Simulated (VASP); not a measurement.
# Be3TeSe2 (P3m1) in VASP: a series of runs, part 2 of 2

VASP 6.6.1.

### 3 Relaxation of cell and atoms, PBE

This run uses another cell than the first one, of 17.90 Å³/atom, 0.932 times its volume.

The input, INCAR:

```
SYSTEM = Be3TeSe2
PREC = Accurate ; ENCUT = 600
EDIFF = 1E-6 ; ISMEAR = 0
SIGMA = 0.15 ; LREAL = .False.
LASPH = .True. ; NELM = 60
ALGO = Normal ; ISIF = 3
LWAVE = .False. ; LCHARG = .False.
GGA = PE ; IBRION = 2
NSW = 36 ; EDIFFG = -0.08
```

The input, KPOINTS:

```
regular mesh
0
Gamma
  4 4 2
  0 0 0
```

The input, POSCAR:

```
Be3TeSe2
1.0
    3.7000000000      0.0000000000      0.0000000000
   -1.8500000000      3.2042939900      0.0000000000
    0.0000000000      0.0000000000      9.0600000000
Be Te Se
3 1 2
Direct
    0.6666666700      0.3333333300      0.9166700000
    0.0000000000      0.0000000000      0.2500000000
    0.3333333300      0.6666666700      0.5833300000
    0.0000000000      0.0000000000      0.0000000000
    0.6666666700      0.3333333300      0.6666700000
    0.3333333300      0.6666666700      0.3333300000
```

Potentials or basis: VASP PAW PBE potentials, release 64 (Be, Te, Se).

Command:

```
$ cat potpaw_PBE.64/Be/POTCAR potpaw_PBE.64/Te/POTCAR potpaw_PBE.64/Se/POTCAR > POTCAR
$ mpirun -np 1 vasp_std > vasp.out
```

OUTCAR:

```text
SYSTEM = Be3TeSe2
   PREC = Accurate
   ENCUT = 600
   EDIFF = 1E-6
   ISMEAR = 0
   LREAL = .False.
   LASPH = .True.
   NELM = 60
   ISIF = 3
   GGA = PE
   IBRION = 2
   NSW = 36
   EDIFFG = -0.08

 ion  position               nearest neighbor table
   1  0.667  0.333  0.917-   5 2.27   4 2.27   4 2.27   4 2.27
   2  0.000  0.000  0.250-   4 2.27   6 2.27   6 2.27   6 2.27
   3  0.333  0.667  0.583-   6 2.27   5 2.27   5 2.27   5 2.27
   4  0.000  0.000  0.000-   2 2.27   1 2.27   1 2.27   1 2.27
   5  0.667  0.333  0.667-   1 2.27   3 2.27   3 2.27   3 2.27
   6  0.333  0.667  0.333-   3 2.27   2 2.27   2 2.27   2 2.27

  LATTYP: Found a hexagonal cell.
 ALAT       =     3.7000000000
 C/A-ratio  =     2.4486486486

  Lattice vectors:

 A1 = (   3.7000000000,   0.0000000000,   0.0000000000)
 A2 = (  -1.8500000000,   3.2042939900,   0.0000000000)
 A3 = (   0.0000000000,   0.0000000000,   9.0600000000)

Analysis of symmetry for initial positions (statically):
=====================================================================
 Subroutine PRICEL returns:
 Original cell was already a primitive cell.

 Routine SETGRP: Setting up the symmetry group for a
 hexagonal supercell.

 Subroutine GETGRP returns: Found  6 space group operations
 (whereof  6 operations were pure point group operations)
 out of a pool of 24 trial point group operations.
[... 161 lines left out ...]
  Direction    XX          YY          ZZ          XY          YZ          ZX
  --------------------------------------------------------------------------------------
  -------------------------------------------------------------------------------------
  Total        4.4543646      4.4543646      3.7303434     -0.0000000      0.0000000      0.0000000
  in kB       66.4406803     66.4406801     55.6412813     -0.0000000      0.0000000      0.0000000
  external PRESSURE =      62.8408805 kB  Pullay stress =       0.0000000 kB
[... 67 lines left out ...]
--------------------------------------- Ionic step        3  -------------------------------------------

 number of electron      24.0000002 magnetization

 E-fermi :   4.6031     XC(G=0):  -9.1079

 val. band max:        3.9379626050   @ k =   0.0000   0.0000   0.0000
 cond. band min:       6.0759613826   @ k =   0.5000  -0.0000   0.0000
 fundamental gap:      2.1379987776
 Fermi energy:         4.6031008838

 k-point     1 :       0.0000    0.0000    0.0000
  band No.  band energies     occupation
      1      -9.6203      2.00000
      2      -9.0266      2.00000
      3      -7.8685      2.00000
      4      -0.7797      2.00000
      5      -0.6243      2.00000
      6       2.4654      2.00000
[... 300 lines left out ...]
--------------------------------------- Ionic step        7  -------------------------------------------

 number of electron      24.0000003 magnetization

 Free energy of the ion-electron system (eV)
  ---------------------------------------------------
  ext. energy  EPLUGINS =         0.00000000
  ---------------------------------------------------
  free energy    TOTEN  =       -25.00268840 eV

  energy without entropy =      -25.00268840  energy(sigma->0) =      -25.00268840

 E-fermi :   5.0644     XC(G=0):  -9.1853

 val. band max:        4.3916952548   @ k =   0.0000   0.0000   0.0000
 cond. band min:       6.1870001796   @ k =   0.5000  -0.0000   0.0000
 fundamental gap:      1.7953049247
 Fermi energy:         5.0643814576

 k-point     1 :       0.0000    0.0000    0.0000
  band No.  band energies     occupation
      1      -9.7018      2.00000
      2      -9.0118      2.00000
      3      -7.5446      2.00000
      4      -0.7096      2.00000
      5      -0.5140      2.00000
      6       2.4037      2.00000
[... 174 lines left out ...]
  FREE ENERGIE OF THE ION-ELECTRON SYSTEM (eV)
  ---------------------------------------------------
  free  energy   TOTEN  =       -25.0026883953 eV

  energy  without entropy=      -25.0026883953  energy(sigma->0) =      -25.00268840

 reached required accuracy - stopping structural energy minimisation
```

Run time: 56 s. Hardware: 1 thread of AMD EPYC 9R45 (Zen 5), shared host; peak memory 0.22 GiB.

Results:

```
Free energy                            : -25.0027 eV
Relaxed volume                         : 19.24 Å³/atom
Relaxed cell                           : a = 3.800 Å, b = 3.800 Å, c = 9.232 Å, α = 90.00°, β = 90.00°, γ = 120.00°
Space group after relaxing (to 0.05 Å) : P3m1 (No. 156)
Energy gained by relaxing              : 54.6 meV/atom
Ionic steps                            : 7
Pressure after relaxing                : 0.0 GPa
Largest force after relaxing           : 0.045 eV/Å
Band gap on the k mesh                 : 1.80 eV, indirect (least direct gap 2.57 eV)
```

Forces in eV/Å, atoms in the order of the input:
```
Be   0.000  0.000 -0.016
Be   0.000  0.000 -0.037
Be   0.000  0.000 -0.018
Te   0.000  0.000  0.025
Se   0.000  0.000  0.000
Se   0.000  0.000  0.045
```

Stress tensor (GPa, compression positive):
```
 0.03  0.00  0.00
 0.00  0.03  0.00
 0.00  0.00 -0.10
```

Step by step:
```csv
step,energy change (eV),largest force (eV/Å),pressure (GPa),volume (Å³)
1,0.0000,1.3647,6.28,107.41
2,-0.2562,0.5141,-1.55,118.70
3,-0.2585,0.5715,-0.96,117.59
4,-0.2967,0.3359,-0.51,116.59
5,-0.3209,0.3016,0.39,114.84
6,-0.3211,0.2967,0.31,114.99
7,-0.3276,0.0450,-0.02,115.46
```

Final structure:
```
Be Te Se
1.0
     3.80012    0.00000    0.00000
    -1.90006    3.29100    0.00000
     0.00000    0.00000    9.23204
Be Te Se
3 1 2
Direct
  0.66667 0.33333 0.90144
  0.00000 0.00000 0.26562
  0.33333 0.66667 0.58379
  0.00000 0.00000 0.99958
  0.66667 0.33333 0.65952
  0.33333 0.66667 0.34004
```

Levels at points of the mesh, in eV from the valence-band top:
```tsv
k point	band 10	band 11	band 12	band 13	band 14	band 15
(0.00, 0.00, 0.00)	-0.61	0.00	0.00	2.57	2.80	3.88
(0.50, 0.00, 0.00)	-2.50	-2.48	-1.61	1.80	3.03	3.39
(0.00, 0.00, 0.50)	-1.46	-0.08	-0.08	2.77	2.97	4.11
(0.50, 0.00, 0.50)	-2.73	-1.60	-1.40	2.38	2.63	3.30
```

Caveat: the k points lie up to 0.48 Å⁻¹ apart in the final cell; spin-orbit coupling is left out, which moves the levels of the heavy elements; the relaxation stopped at a loose force limit of 0.08 eV/Å, so its end isn't a converged minimum.
